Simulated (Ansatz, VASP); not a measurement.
Two plane-wave programs on AlCu3

The input INCAR:

```
SYSTEM = AlCu3
ALGO = Fast
EDIFF = 1E-6
EDIFFG = -0.001
ENCUT = 600
GGA = PS
IBRION = 2
ISIF = 3
ISMEAR = -1
LASPH = .True.
LCHARG = .False.
LREAL = .False.
LWAVE = .False.
NELM = 80
NSW = 80
PREC = Accurate
SIGMA = 0.15
```

The input KPOINTS:

```
k-points
0
Gamma
  12 12 12
  0 0 0
```

POSCAR

```
AlCu3
1.0
    3.6318704085      0.0000000000      0.0000000000
    0.0000000000      3.6318704085      0.0000000000
    0.0000000000      0.0000000000      3.6318704085
Al Cu
1 3
Direct
    0.0000000000      0.0000000000      0.0000000000
    0.5000000000      0.5000000000      0.0000000000
    0.5000000000      0.0000000000      0.5000000000
    0.0000000000      0.5000000000      0.5000000000
```

Input for Ansatz:

```yaml
crystal:
  lattice:
    - [3.6318704073, 0.0, 0.0]
    - [0.0, 3.6318704073, 0.0]
    - [0.0, 0.0, 3.6318704073]
  atoms:
    - { symbol: Al, position: [0.0, 0.0, 0.0] }
    - { symbol: Cu, position: [0.5, 0.5, 0.0] }
    - { symbol: Cu, position: [0.5, 0.0, 0.5] }
    - { symbol: Cu, position: [0.0, 0.5, 0.5] }
basis:
  ecutwfc: 420
kpoints:
  mp_grid: { grid: [12, 12, 12] }
hamiltonian:
  xc: pbesol
scf:
  occupations: { method: fermi_dirac, width: 0.15 }
output:
  forces: true
  stress: true
  eigenvalues: true
relax:
  adjacent_minimum: "off"
  f_tol: 0.001
  max_steps: 60
  cell: { stress_tol: 0.01 }
```

Alike in both runs: task relaxation of cell and atoms; functional PBEsol; k mesh 12 × 12 × 12; occupations fermi-dirac, width 0.15 eV; no spin polarisation.

|  | VASP | Ansatz |
| --- | --- | --- |
| version | VASP 6.6.1 | Ansatz 0.2.0 |
| potentials or method | VASP PAW PBE potentials, release 64 (Al, Cu), cutoff 600 eV | scalar-relativistic, plane waves, PAW |
| valence electrons in the cell | 36 | 60 |

```csv
,VASP,Ansatz,Ansatz less VASP
"gap on the k mesh at the Fermi level, each at its own relaxed structure (eV)",none,none,-
relaxed volume (Å³/atom),12.03,11.98,-0.046
relaxed length of the cell vector where the two differ most in proportion (Å),3.637,3.632,-0.0047
```

VASP's potentials were made for PBE, not for PBEsol. A gap of «none» marks a metal or a gap that the smearing closes. VASP's potentials hold 36 valence electrons a cell and Ansatz's 60, so a difference there can come from the potentials and not from the codes.
